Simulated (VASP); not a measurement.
# MgF2 (P4_2/mnm) in VASP: a series of runs, part 2 of 3

VASP 6.6.1. The steps go on from the part before.

### Step 3. Relaxation of shape and atoms at fixed volume, PBEsol (11.31 Å³/atom)

This run uses another cell than the first one, of 11.31 Å³/atom.

The input, INCAR:

```
SYSTEM = MgF2
PREC = Accurate
ENCUT = 600
EDIFF = 1E-7
ISMEAR = 0
SIGMA = 0.02
LREAL = .FALSE.
LASPH = .TRUE.
NELM = 120
ALGO = Normal
ISIF = 4
LWAVE = .FALSE.
LCHARG = .FALSE.
GGA = PS
IBRION = 2
NSW = 50
EDIFFG = -0.01
GGA_COMPAT = .FALSE.
NELMIN = 4
```

The input, KPOINTS:

```
Automatic mesh
0
G
  6 6 8
  0 0 0
```

The input, POSCAR:

```
MgF2
1.0
    4.6847193221      0.0000000000      0.0000000000
    0.0000000000      4.6847193221      0.0000000000
    0.0000000000      0.0000000000      3.0925136355
Mg F
2 4
Direct
    0.0000000000      0.0000000000      0.0000000000
    0.5000000000      0.5000000000      0.5000000000
    0.3033761532      0.3033761532      0.0000000000
    0.1966238468      0.8033761532      0.5000000000
    0.6966238468      0.6966238468      0.0000000000
    0.8033761532      0.1966238468      0.5000000000
```

Potentials or basis: VASP PAW PBE potentials, release 64 (Mg, F).

Command:

```
> cat potpaw_PBE.64/Mg/POTCAR potpaw_PBE.64/F/POTCAR > POTCAR
> mpirun -np 1 vasp_std > vasp.out
```

OUTCAR:

```text
SYSTEM = MgF2
   PREC = Accurate
   ENCUT = 600
   EDIFF = 1E-7
   ISMEAR = 0
   LREAL = .FALSE.
   LASPH = .TRUE.
   NELM = 120
   ISIF = 4
   GGA = PS
   IBRION = 2
   NSW = 50
   EDIFFG = -0.01
   NELMIN = 4

 ion  position               nearest neighbor table
   1  0.000  0.000  0.000-   3 2.01   5 2.01   4 2.02   6 2.02   4 2.02   6 2.02   2 3.66   2 3.66
                             2 3.66   2 3.66   2 3.66   2 3.66   2 3.66   2 3.66
   2  0.500  0.500  0.500-   4 2.01   6 2.01   5 2.02   3 2.02   3 2.02   5 2.02   1 3.66   1 3.66
                             1 3.66   1 3.66   1 3.66   1 3.66   1 3.66   1 3.66
   3  0.303  0.303  0.000-   1 2.01   2 2.02   2 2.02
   4  0.197  0.803  0.500-   2 2.01   1 2.02   1 2.02
   5  0.697  0.697  0.000-   1 2.01   2 2.02   2 2.02
   6  0.803  0.197  0.500-   2 2.01   1 2.02   1 2.02

  LATTYP: Found a simple tetragonal cell.
 ALAT       =     4.6847193221
 C/A-ratio  =     0.6601278375

  Lattice vectors:

 A1 = (   4.6847193221,   0.0000000000,   0.0000000000)
 A2 = (   0.0000000000,   4.6847193221,   0.0000000000)
 A3 = (   0.0000000000,   0.0000000000,   3.0925136355)

Analysis of symmetry for initial positions (statically):
=====================================================================
 Subroutine PRICEL returns:
 Original cell was already a primitive cell.

 Routine SETGRP: Setting up the symmetry group for a
 simple tetragonal supercell.

 Subroutine GETGRP returns: Found 16 space group operations
 (whereof  8 operations were pure point group operations)
 out of a pool of 16 trial point group operations.

The static configuration has the point symmetry D_2h.
 The point group associated with its full space group is D_4h.

Analysis of symmetry for dynamics (positions and initial velocities):
=====================================================================
 Subroutine PRICEL returns:
 Original cell was already a primitive cell.

 Routine SETGRP: Setting up the symmetry group for a
 simple tetragonal supercell.

 Subroutine GETGRP returns: Found 16 space group operations
 (whereof  8 operations were pure point group operations)
 out of a pool of 16 trial point group operations.

The dynamic configuration has the point symmetry D_2h.
 The point group associated with its full space group is D_4h.

 Subroutine INISYM returns: Found 16 space group operations
 (whereof  8 operations are pure point group operations),
 and found     1 'primitive' translations

----------------------------------------------------------------------------------------

                                     Primitive cell

  volume of cell :      67.8701

  direct lattice vectors                    reciprocal lattice vectors
     4.684719322  0.000000000  0.000000000     0.213459960  0.000000000  0.000000000
     0.000000000  4.684719322  0.000000000     0.000000000  0.213459960  0.000000000
     0.000000000  0.000000000  3.092513636     0.000000000  0.000000000  0.323361549

[... 49 lines left out ...]
  0.166667  0.000000  0.000000      4.000000
  0.333333  0.000000  0.000000      4.000000
  0.500000  0.000000  0.000000      2.000000
  0.166667  0.166667  0.000000      4.000000
  0.333333  0.166667  0.000000      8.000000
[... 16 lines left out ...]
  0.333333  0.000000  0.250000      8.000000
  0.500000  0.000000  0.250000      4.000000
 [... further k-points ...]
   k-points           NKPTS =     50   k-points in BZ     NKDIM =     50   number of bands    NBANDS=     20
   number of dos      NEDOS =    301   number of ions     NIONS =      6
   total plane-waves  NPLWV =  44800
   dimension x,y,z NGX =    40 NGY =   40 NGZ =   28
   dimension x,y,z NGXF=    80 NGYF=   80 NGZF=   56
   ions per type =               2   4
   NGX,Y,Z   is equivalent  to a cutoff of  14.19, 14.19, 15.05 a.u.
   NGXF,Y,Z  is equivalent  to a cutoff of  28.39, 28.39, 30.10 a.u.
 SYSTEM =  MgF2
   PREC   = accura    normal or accurate (medium, high low for compatibility)
   ISTART =      0    job   : 0-new  1-cont  2-samecut
   ICHARG =      2    charge: 1-file 2-atom 10-const
   ISPIN  =      1    spin polarized calculation?
   LNONCOLLINEAR =      F non collinear calculations
   LSORBIT =      F    spin-orbit coupling
   LASPH  =      T    aspherical Exc in radial PAW
   ENCUT  =  600.0 eV  44.10 Ry    6.64 a.u.   9.36  9.36  6.18*2*pi/ulx,y,z
   NELM   =    120;   NELMIN=  4; NELMDL= -5     # of ELM steps
   EDIFF  = 0.1E-06   stopping-criterion for ELM
   LREAL  =      F    real-space projection
   EDIFFG = -.1E-01   stopping-criterion for IOM
   NSW    =     50    number of steps for IOM
   IBRION =      2    ionic relax: 0-MD 1-quasi-New 2-CG
   NFREE  =      1    steps in history (QN), initial steepest desc. (CG)
   ISIF   =      4    stress and relaxation
   ISYM   =      2    0-nonsym 1-usesym 2-fastsym
   POTIM  = 0.5000    time-step for ionic-motion
   TEBEG  =    0.0;   TEEND  =   0.0 temperature during run
   PSTRESS=    0.0 pullay stress
   NELECT =      32.0000    total number of electrons
   NUPDOWN=      -1.0000    fix difference up-down
   EMIN   =  10.00;   EMAX   =-10.00  energy-range for DOS
   EFERMI =   0.00;   METHOD = LEGACY
   ISMEAR =     0;   SIGMA  =   0.02  broadening in eV -4-tet -1-fermi 0-gaus
   EFERMI_NEDOS =   21; number of points for ismear=-14 and -15
   IALGO  =     38    algorithm
   IMIX   =      4    mixing-type and parameters
     AMIX     =   0.40;   BMIX     =  1.00
     AMIX_MAG =   1.60;   BMIX_MAG =  1.00
  volume/ion in A,a.u.               =      11.31        76.34
  Fermi-wavevector in a.u.,A,eV,Ry     =   1.274183  2.407857 22.089644  1.623543
  Thomas-Fermi vector in A             =   2.406965
   LORBIT       =      0    0 simple, 1 ext, 2 COOP (PROOUT), +10 PAW based schemes
   GGA     = PS    functional components
   LHFCALC =     F    Hartree Fock is set to
   AEXX    =    0.0000 exact exchange contribution
   IVDW    =     0    specifies the selected vdW correction
   LEPSILON=     F    determine dielectric tensor
   LRPA    =     F    only Hartree local field effects (RPA)
 conjugate gradient relaxation of ions
 non-spin polarized calculation
 Gauss-broadening in eV      SIGMA  =   0.02
  energy-cutoff  :      600.00
  volume of cell :       67.87
 maximum number of plane-waves:      2308
 NGX is ok and might be reduce to    40
   NGX = 19   NGY = 19   NGZ = 13

--------------------------------------- Ionic step        1  -------------------------------------------

 number of electron      31.9999997 magnetization

 Free energy of the ion-electron system (eV)
  ---------------------------------------------------
  ext. energy  EPLUGINS =         0.00000000
  ---------------------------------------------------
  free energy    TOTEN  =       -32.58738553 eV

  energy without entropy =      -32.58738553  energy(sigma->0) =      -32.58738553

------------------------ aborting loop because EDIFF is reached ----------------------------------------

  FORCE on cell =-STRESS in cart. coord.  units (eV):
  Direction    XX          YY          ZZ          XY          YZ          ZX
  --------------------------------------------------------------------------------------
  -------------------------------------------------------------------------------------
  Total       -1.5010019     -1.5010019     -1.7129559      0.0000000      0.0000000      0.0000000
  in kB      -35.4334182    -35.4334182    -40.4369129      0.0000000      0.0000000      0.0000000
  external PRESSURE =     -37.1012498 kB  Pullay stress =       0.0000000 kB
[... 67 lines left out ...]
--------------------------------------- Ionic step        3  -------------------------------------------

 number of electron      31.9999992 magnetization

 Free energy of the ion-electron system (eV)
  ---------------------------------------------------
  ext. energy  EPLUGINS =         0.00000000
  ---------------------------------------------------
  free energy    TOTEN  =       -32.58806009 eV

  energy without entropy =      -32.58806009  energy(sigma->0) =      -32.58806009

 E-fermi :  -1.4409     XC(G=0):  -9.7950

 val. band max:       -1.5400234657   @ k =   0.0000   0.0000   0.0000
 cond. band min:       5.1364654936   @ k =   0.0000   0.0000   0.0000
 fundamental gap:      6.6764889593
 Fermi energy:        -1.4408807219

 k-point     1 :       0.0000    0.0000    0.0000
  band No.  band energies     occupation
      1     -22.0481      2.00000
      2     -21.2935      2.00000
      3     -21.2935      2.00000
      4     -21.2164      2.00000
      5      -5.5233      2.00000
      6      -3.9171      2.00000
[... 541 lines left out ...]
     19      12.5447      0.00000
     20      12.5447      0.00000

 [... further k-points ...]

------------------------ aborting loop because EDIFF is reached ----------------------------------------

  FORCE on cell =-STRESS in cart. coord.  units (eV):
  Direction    XX          YY          ZZ          XY          YZ          ZX
  --------------------------------------------------------------------------------------
  -------------------------------------------------------------------------------------
  Total       -1.5258702     -1.5258702     -1.5393300      0.0000000      0.0000000      0.0000000
  in kB      -36.0204727    -36.0204727    -36.3382112      0.0000000      0.0000000      0.0000000
  external PRESSURE =     -36.1263856 kB  Pullay stress =       0.0000000 kB
[... 21 lines left out ...]
  FREE ENERGIE OF THE ION-ELECTRON SYSTEM (eV)
  ---------------------------------------------------
  free  energy   TOTEN  =       -32.5880600938 eV

  energy  without entropy=      -32.5880600938  energy(sigma->0) =      -32.58806009

 reached required accuracy - stopping structural energy minimisation
```

Run time: 81 s. Hardware: 1 thread of AMD EPYC 9R45 (Zen 5), shared host; peak memory 0.22 GiB.

Results:

| Property | Result |
| --- | --- |
| Free energy | -32.5881 eV |
| Energy gained by relaxing | 0.1 meV/atom |
| Ionic steps | 3 |
| Pressure after relaxing | -3.6 GPa |
| Band gap on the k mesh | 6.68 eV |

Step by step:
```tsv
step	energy change (eV)	largest force (eV/Å)	pressure (GPa)	volume (Å³)
1	0.0000	0.0462	-3.71	67.87
2	-0.0005	0.0230	-3.67	67.87
3	-0.0007	0.0016	-3.61	67.87
```

Final structure:
```
Mg F
1.0
     4.69021    0.00000    0.00000
     0.00000    4.69021    0.00000
     0.00000    0.00000    3.08527
Mg F
2 4
Cartesian
  0.0000 0.0000 0.0000
  2.3451 2.3451 1.5426
  1.4262 1.4262 0.0000
  0.9190 3.7713 1.5426
  3.2641 3.2641 0.0000
  3.7713 0.9190 1.5426
```

Caveat: the PAW data sets were made with another functional, which shifts forces and pressure a little. A k mesh can miss the band edges.

(Continued in part 3 of 3.)
